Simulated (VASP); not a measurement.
Crystal: Li.

```xyz
6
Lattice="4.7543 0.0000 0.0000 -2.3771 4.1173 0.0000 0.0000 0.0000 6.4537" Properties=species:S:1:pos:R:3 pbc="T T T"
Li    0.0000    0.0000    3.2268
Li    2.3771    1.3724    5.1371
Li    0.0000    0.0000    0.0000
Li    2.3771    1.3724    1.3166
Li    0.0000    2.7449    1.3166
Li    0.0000    2.7449    5.1371
```

```yaml
Program: VASP 6.6.1
Task: relaxation of cell and atoms
Functional: PBE
Potentials_or_basis: VASP PAW PBE potentials, release 64 (Li_sv)
Cutoff: 600 eV
k_mesh: 6 × 6 × 4
Occupations: gaussian, width 0.1 eV
Spin: no spin polarisation
```

At the start: pressure 0.2 GPa; volume 21.05 Å³/atom.

**Question.** Where does the relaxation end?

**Answer.** Over 11 steps the energy falls by 58.5 meV/atom and the volume is 20.05 Å³/atom (-4.8 %); space group P6/mmm (No. 191, to 0.05 Å).

Step by step:
| step | energy change (eV) | largest force (eV/Å) | pressure (GPa) | volume (Å³) |
| --- | --- | --- | --- | --- |
| 1 | 0.0000 | 0.4025 | 0.20 | 126.33 |
| 2 | -0.0373 | 0.3765 | 0.05 | 126.80 |
| 3 | -0.1354 | 0.2939 | -0.33 | 128.17 |
| 4 | -0.2642 | 0.1367 | -0.88 | 130.77 |
| 5 | -0.1859 | 0.3195 | -1.20 | 135.28 |
| 6 | -0.2922 | 0.0711 | -1.06 | 132.00 |
| 7 | -0.3007 | 0.0046 | -1.16 | 132.98 |
| 8 | -0.3339 | 0.1235 | -0.19 | 122.35 |
| 9 | -0.3369 | 0.0902 | -0.43 | 124.55 |
| 10 | -0.3496 | 0.0440 | -0.14 | 121.53 |
| 11 | -0.3507 | 0.0258 | 0.00 | 120.31 |

Final structure:
```
CELL_PARAMETERS angstrom
4.90864 0.00000 0.00000
-2.45432 4.25101 0.00000
0.00000 0.00000 5.76573
ATOMIC_POSITIONS crystal
Li 0.00000 0.00000 0.50000
Li 0.66667 0.33333 0.74802
Li 0.00000 0.00000 0.00000
Li 0.66667 0.33333 0.25198
Li 0.33333 0.66667 0.25198
Li 0.33333 0.66667 0.74802
```

Caveat: the cutoff is under 1.25 times the usual one of these potentials, so pressure, stress and relaxed cells hold a basis-set (Pulay) error.
